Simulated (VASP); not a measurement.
Au:

```
Au
1.0
     0.00000    2.01525    2.01525
     2.01525    0.00000    2.01525
     2.01525    2.01525    0.00000
Au
1
Cartesian
  0.0000 0.0000 0.0000
```

Base run:

| Item | Value |
| --- | --- |
| Program | VASP 6.6.1 |
| Functional | PBE |
| Potentials or basis | VASP PAW PBE potentials, release 64 (Au) |
| Cutoff | 520 eV |
| k mesh | 12 × 12 × 12 |
| Occupations | fermi-dirac, width 0.06 eV |
| Spin | no spin polarisation |

Its results: pressure 16.8 GPa.

**Question.** The run is repeated on the same cell with these changes: functional from PBE to LDA; potentials or basis from VASP PAW PBE potentials, release 64 (Au) to VASP PAW LDA potentials, release 64 (Au). What comes out?

**Answer.** Pressure 3.1 GPa.
